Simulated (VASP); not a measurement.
# NbTe (P-6m2) in VASP: notebook

Aim: see how the results for NbTe move with the level of theory and the settings. Levels: PBE+D3(BJ), PBE+D4, r2SCAN, PBEsol. Tasks: relaxation of cell and atoms, single point.

Program: VASP 6.6.1. These are calculated values, not measurements. Logs are shortened: lines on timing, memory, paths and dates and some standing lists are left out, and cuts for length are marked.

## Step 1: The cell of the first run

Symmetry: P-6m2, No. 187, hexagonal system. Conventional cell: a = 3.703 Å, b = 3.703 Å, c = 3.694 Å, α = 90.00°, β = 90.00°, γ = 120.00°. Te (site symmetry -6m2) has 6 Nb at 2.83 Å and 2 Te at 3.69 Å within 3.7 Å. Nb (site symmetry -6m2) has 6 Te at 2.83 Å and 2 Nb at 3.69 Å within 3.7 Å.

## Step 2: Relaxation of cell and atoms, PBE+D3(BJ)

Contents of INCAR:

```
SYSTEM = NbTe
  ALGO = Normal
  EDIFF = 1E-7
  EDIFFG = -0.01
  ENCUT = 600
  GGA = PE
  IBRION = 2
  ISIF = 3
  ISMEAR = -1
  IVDW = 12
  LASPH = .TRUE.
  LCHARG = .FALSE.
  LREAL = .FALSE.
  LWAVE = .FALSE.
  NELM = 80
  NSW = 60
  PREC = Accurate
  SIGMA = 0.05
```

Contents of KPOINTS:

```
k-points
0
G
  8 8 7
  0 0 0
```

Contents of POSCAR:

```
NbTe
1.0
    3.7029743866      0.0000000000      0.0000000000
   -1.8514871933      3.2068698884      0.0000000000
    0.0000000000      0.0000000000      3.6942110000
Te Nb
1 1
Direct
    0.6666666667      0.3333333333      0.0000000000
    0.0000000000      0.0000000000      0.5000000000
```

Potentials or basis: VASP PAW PBE potentials, release 64 (Te, Nb_sv).

Command:

```bash
$ cat potpaw_PBE.64/Te/POTCAR potpaw_PBE.64/Nb_sv/POTCAR > POTCAR
$ mpirun -np 1 vasp_std > vasp.out
```

OUTCAR:

```text
SYSTEM = NbTe
   EDIFF = 1E-7
   EDIFFG = -0.01
   ENCUT = 600
   GGA = PE
   IBRION = 2
   ISIF = 3
   ISMEAR = -1
   IVDW = 12
   LASPH = .TRUE.
   LREAL = .FALSE.
   NELM = 80
   NSW = 60
   PREC = Accurate
 IVDW          = 12

 ion  position               nearest neighbor table
   1  0.667  0.333  0.000-   2 2.83   2 2.83   2 2.83   2 2.83   2 2.83   2 2.83
   2  0.000  0.000  0.500-   1 2.83   1 2.83   1 2.83   1 2.83   1 2.83   1 2.83

  LATTYP: Found a hexagonal cell.
 ALAT       =     3.7029743866
 C/A-ratio  =     0.9976334196

  Lattice vectors:

 A1 = (   3.7029743866,   0.0000000000,   0.0000000000)
 A2 = (  -1.8514871933,   3.2068698884,   0.0000000000)
 A3 = (   0.0000000000,   0.0000000000,   3.6942110000)

Analysis of symmetry for initial positions (statically):
=====================================================================
 Subroutine PRICEL returns:
 Original cell was already a primitive cell.

 Routine SETGRP: Setting up the symmetry group for a
 hexagonal supercell.

 Subroutine GETGRP returns: Found 12 space group operations
 (whereof 12 operations were pure point group operations)
 out of a pool of 24 trial point group operations.

The static configuration has the point symmetry D_3h.

Analysis of symmetry for dynamics (positions and initial velocities):
=====================================================================
 Subroutine PRICEL returns:
 Original cell was already a primitive cell.

 Routine SETGRP: Setting up the symmetry group for a
 hexagonal supercell.

 Subroutine GETGRP returns: Found 12 space group operations
 (whereof 12 operations were pure point group operations)
 out of a pool of 24 trial point group operations.

The dynamic configuration has the point symmetry D_3h.

 Subroutine INISYM returns: Found 12 space group operations
 (whereof 12 operations are pure point group operations),
 and found     1 'primitive' translations

----------------------------------------------------------------------------------------

                                     Primitive cell

  volume of cell :      43.8686

  direct lattice vectors                    reciprocal lattice vectors
     3.702974387  0.000000000  0.000000000     0.270053178  0.155915275  0.000000000
    -1.851487193  3.206869888  0.000000000     0.000000000  0.311830550  0.000000000
     0.000000000  0.000000000  3.694211000     0.000000000  0.000000000  0.270693796

  length of vectors
     3.702974387  3.702974387  3.694211000     0.311830550  0.311830550  0.270693796

  position of ions in fractional coordinates (direct lattice)
     0.666666667  0.333333333  0.000000000
     0.000000000  0.000000000  0.500000000

  ion indices of the primitive-cell ions
   primitive index   ion index
                 1           1
                 2           2

----------------------------------------------------------------------------------------

 KPOINTS: k-points

Automatic generation of k-mesh.
 Grid dimensions read from file:
 generate k-points for:    8    8    7

 Generating k-lattice:

  Cartesian coordinates                     Fractional coordinates (reciprocal lattice)
     0.033756647  0.019489409  0.000000000     0.125000000  0.000000000  0.000000000
     0.000000000  0.038978819  0.000000000     0.000000000  0.125000000  0.000000000
     0.000000000  0.000000000  0.038670542     0.000000000  0.000000000  0.142857143

  Length of vectors
     0.038978819  0.038978819  0.038670542

  Shift w.r.t. Gamma in fractional coordinates (k-lattice)
     0.000000000  0.000000000  0.000000000

 Subroutine IBZKPT returns following result:
 ===========================================

 Found     40 irreducible k-points:

 Following reciprocal coordinates:
            Coordinates               Weight
  0.000000  0.000000  0.000000      1.000000
  0.125000 -0.000000  0.000000      6.000000
  0.250000 -0.000000  0.000000      6.000000
  0.375000  0.000000  0.000000      6.000000
  0.500000 -0.000000  0.000000      3.000000
  0.125000  0.125000  0.000000      6.000000
[... 16 lines left out ...]
  0.250000 -0.000000  0.285714     12.000000
  0.375000  0.000000  0.285714     12.000000
 [... further k-points ...]
   k-points           NKPTS =     40   k-points in BZ     NKDIM =     40   number of bands    NBANDS=     13
   number of dos      NEDOS =    301   number of ions     NIONS =      2
   total plane-waves  NPLWV =  27000
   dimension x,y,z NGX =    30 NGY =   30 NGZ =   30
   dimension x,y,z NGXF=    60 NGYF=   60 NGZF=   60
   ions per type =               1   1
   NGX,Y,Z   is equivalent  to a cutoff of  13.47, 13.47, 13.50 a.u.
   NGXF,Y,Z  is equivalent  to a cutoff of  26.94, 26.94, 27.00 a.u.
 SYSTEM =  NbTe
   PREC   = accura    normal or accurate (medium, high low for compatibility)
   ISTART =      0    job   : 0-new  1-cont  2-samecut
   ICHARG =      2    charge: 1-file 2-atom 10-const
   ISPIN  =      1    spin polarized calculation?
   LNONCOLLINEAR =      F non collinear calculations
   LSORBIT =      F    spin-orbit coupling
   LASPH  =      T    aspherical Exc in radial PAW
   ENCUT  =  600.0 eV  44.10 Ry    6.64 a.u.   7.40  7.40  7.38*2*pi/ulx,y,z
   NELM   =     80;   NELMIN=  2; NELMDL= -5     # of ELM steps
   EDIFF  = 0.1E-06   stopping-criterion for ELM
   LREAL  =      F    real-space projection
   EDIFFG = -.1E-01   stopping-criterion for IOM
   NSW    =     60    number of steps for IOM
   IBRION =      2    ionic relax: 0-MD 1-quasi-New 2-CG
   NFREE  =      1    steps in history (QN), initial steepest desc. (CG)
   ISIF   =      3    stress and relaxation
   ISYM   =      2    0-nonsym 1-usesym 2-fastsym
   POTIM  = 0.5000    time-step for ionic-motion
   TEBEG  =    0.0;   TEEND  =   0.0 temperature during run
   PSTRESS=    0.0 pullay stress
   NELECT =      19.0000    total number of electrons
   NUPDOWN=      -1.0000    fix difference up-down
   EMIN   =  10.00;   EMAX   =-10.00  energy-range for DOS
   EFERMI =   0.00;   METHOD = LEGACY
   ISMEAR =    -1;   SIGMA  =   0.05  broadening in eV -4-tet -1-fermi 0-gaus
   EFERMI_NEDOS =   21; number of points for ismear=-14 and -15
   IALGO  =     38    algorithm
   IMIX   =      4    mixing-type and parameters
     AMIX     =   0.40;   BMIX     =  1.00
     AMIX_MAG =   1.60;   BMIX_MAG =  1.00
  volume/ion in A,a.u.               =      21.93       148.02
  Fermi-wavevector in a.u.,A,eV,Ry     =   1.238630  2.340671 20.874103  1.534203
  Thomas-Fermi vector in A             =   2.373147
   LORBIT       =      0    0 simple, 1 ext, 2 COOP (PROOUT), +10 PAW based schemes
   GGA     = PE    functional components
   LHFCALC =     F    Hartree Fock is set to
   AEXX    =    0.0000 exact exchange contribution
   IVDW    =    12    specifies the selected vdW correction
   LEPSILON=     F    determine dielectric tensor
   LRPA    =     F    only Hartree local field effects (RPA)
 conjugate gradient relaxation of ions
 non-spin polarized calculation
  energy-cutoff  :      600.00
  volume of cell :       43.87
 maximum number of plane-waves:      1509
 NGX is ok and might be reduce to    30
   NGX = 15   NGY = 15   NGZ = 15

--------------------------------------- Ionic step        1  -------------------------------------------

 number of electron      19.0000000 magnetization

 Free energy of the ion-electron system (eV)
  ---------------------------------------------------
  ext. energy  EPLUGINS =         0.00000000
  ---------------------------------------------------
  free energy    TOTEN  =       -13.64020910 eV

  energy without entropy =      -13.62880623  energy(sigma->0) =      -13.63450766

------------------------ aborting loop because EDIFF is reached ----------------------------------------

 Edisp (eV)   -1.27075

 E8    (eV) :    -0.5982

  FORCE on cell =-STRESS in cart. coord.  units (eV):
  Direction    XX          YY          ZZ          XY          YZ          ZX
  --------------------------------------------------------------------------------------
  -------------------------------------------------------------------------------------
  Total      -1.58713    -1.58713    -1.43228    -0.00000     0.00000     0.00000
  in kB     -57.96559   -57.96559   -52.30997    -0.00000     0.00000     0.00000
  external pressure =      -56.08 kB  Pullay stress =        0.00 kB

 VOLUME and BASIS-vectors are now :
 -----------------------------------------------------------------------------
  energy-cutoff  :      600.00
  volume of cell :       43.87
      direct lattice vectors                 reciprocal lattice vectors
     3.702974387  0.000000000  0.000000000     0.270053178  0.155915275  0.000000000
    -1.851487193  3.206869888  0.000000000     0.000000000  0.311830550  0.000000000
     0.000000000  0.000000000  3.694211000     0.000000000  0.000000000  0.270693796
[... 161 lines left out ...]
 POSITION                                       TOTAL-FORCE (eV/Angst)
 -----------------------------------------------------------------------------------
      1.81318      1.04684      0.00000         0.000000      0.000000      0.000000
      3.62637      0.00000      1.83345        -0.000000     -0.000000      0.000000
 -----------------------------------------------------------------------------------
    total drift:                               -0.000000      0.000000     -0.000000

  FREE ENERGIE OF THE ION-ELECTRON SYSTEM (eV)
  ---------------------------------------------------
  free  energy   TOTEN  =       -14.9508683612 eV

  energy  without entropy=      -14.9410541575  energy(sigma->0) =      -14.94596126

--------------------------------------- Ionic step        6  -------------------------------------------

 number of electron      19.0000000 magnetization

 Free energy of the ion-electron system (eV)
  ---------------------------------------------------
  ext. energy  EPLUGINS =         0.00000000
  ---------------------------------------------------
  free energy    TOTEN  =       -13.61310189 eV

  energy without entropy =      -13.60373593  energy(sigma->0) =      -13.60841891

 E-fermi :  11.7834     XC(G=0): -11.5285

 val. band max:       11.7477429790   @ k =   0.1250  -0.0000   0.2857
 cond. band min:      11.8458986045   @ k =   0.1250  -0.0000   0.0000
 fundamental gap:      0.0981556255
 Fermi energy:        11.7833549643

 k-point     1 :       0.0000    0.0000    0.0000
  band No.  band energies     occupation
      1     -43.7496      2.00000
      2     -19.9819      2.00000
      3     -19.7498      2.00000
      4     -19.7498      2.00000
      5      -2.7968      2.00000
      6       8.5341      2.00000
      7       8.6333      2.00000
      8       8.6333      2.00000
      9       9.2471      2.00000
     10      11.9030      0.16734
     11      11.9030      0.16734
     12      14.4175      0.00000
     13      14.4175      0.00000

 k-point     2 :       0.1250   -0.0000    0.0000
  band No.  band energies     occupation
      1     -43.7478      2.00000
      2     -19.9775      2.00000
      3     -19.7758      2.00000
      4     -19.7559      2.00000
      5      -2.5879      2.00000
      6       7.7694      2.00000
      7       8.7405      2.00000
      8       8.8511      2.00000
      9       8.8658      2.00000
     10      11.8459      0.44510
     11      12.5214      0.00000
[... 339 lines left out ...]
 k-point    24 :       0.3750    0.0000    0.2857
  band No.  band energies     occupation
      1     -43.7355      2.00000
      2     -20.0240      2.00000
      3     -19.8847      2.00000
      4     -19.7754      2.00000
      5      -0.9672      2.00000
      6       5.2750      2.00000
      7       6.5527      2.00000
      8       8.0685      2.00000
      9       9.9103      2.00000
     10      12.3382      0.00003
     11      12.3479      0.00002
     12      14.0565      0.00000
     13      14.7336      0.00000

 [... further k-points ...]

------------------------ aborting loop because EDIFF is reached ----------------------------------------

 Edisp (eV)   -1.33824

 E8    (eV) :    -0.6299

  FORCE on cell =-STRESS in cart. coord.  units (eV):
  Direction    XX          YY          ZZ          XY          YZ          ZX
  --------------------------------------------------------------------------------------
  -------------------------------------------------------------------------------------
  Total       0.01489     0.01489     0.01656     0.00000     0.00000     0.00000
  in kB       0.57205     0.57205     0.63615     0.00000     0.00000     0.00000
  external pressure =        0.59 kB  Pullay stress =        0.00 kB

 VOLUME and BASIS-vectors are now :
 -----------------------------------------------------------------------------
  energy-cutoff  :      600.00
  volume of cell :       41.71
      direct lattice vectors                 reciprocal lattice vectors
     3.616294306  0.000000000  0.000000000     0.276526166  0.159652456  0.000000000
    -1.808147153  3.131802736  0.000000000    -0.000000000  0.319304913  0.000000000
    -0.000000000 -0.000000000  3.682601584     0.000000000 -0.000000000  0.271547160

 POSITION                                       TOTAL-FORCE (eV/Angst)
 -----------------------------------------------------------------------------------
      1.80815      1.04393      0.00000        -0.000000     -0.000000     -0.000000
     -1.80815      3.13180      1.84130         0.000000      0.000000      0.000000
 -----------------------------------------------------------------------------------
    total drift:                               -0.000000      0.000000     -0.000000

  FREE ENERGIE OF THE ION-ELECTRON SYSTEM (eV)
  ---------------------------------------------------
  free  energy   TOTEN  =       -14.9513442901 eV

  energy  without entropy=      -14.9419783321  energy(sigma->0) =      -14.94666131

 reached required accuracy - stopping structural energy minimisation
```

Wall time 96 s (1 thread of Intel Xeon Platinum 8488C (Sapphire Rapids), shared host); peak memory 0.2 GiB.

What came out:

```yaml
Free_energy: -14.9513 eV
Relaxed_volume: 20.85 Å³/atom
Relaxed_cell: a = 3.616 Å, b = 3.616 Å, c = 3.683 Å, α = 90.00°, β = 90.00°, γ = 120.00°
Space_group_after_relaxing_to_0.05_Å: P-6m2 (No. 187)
Energy_gained_by_relaxing: 20.2 meV/atom
Ionic_steps: 6
Pressure_after_relaxing: 0.1 GPa
Dispersion_energy_per_atom: -0.669 eV
```

The path:
| step | energy change (eV) | largest force (eV/Å) | pressure (GPa) | volume (Å³) |
| --- | --- | --- | --- | --- |
| 1 | 0.0000 | 0.0000 | -5.61 | 43.87 |
| 2 | 0.0441 | 0.0000 | 10.41 | 39.17 |
| 3 | -0.0369 | 0.0000 | -0.05 | 41.89 |
| 4 | -0.0369 | 0.0000 | 0.08 | 41.85 |
| 5 | -0.0399 | 0.0000 | 0.06 | 41.76 |
| 6 | -0.0404 | 0.0000 | 0.06 | 41.71 |

Final structure:
```
Te Nb
1.0
     3.61629    0.00000    0.00000
    -1.80815    3.13180    0.00000
     0.00000    0.00000    3.68260
Te Nb
1 1
Direct
  0.66667 0.33333 0.00000
  0.00000 0.00000 0.50000
```

Caveat: spin-orbit coupling is left out, which moves the levels of the heavy elements; pairwise dispersion overbinds metals, which lowers pressure and volume.

(Part 1 of 3 ends here.)
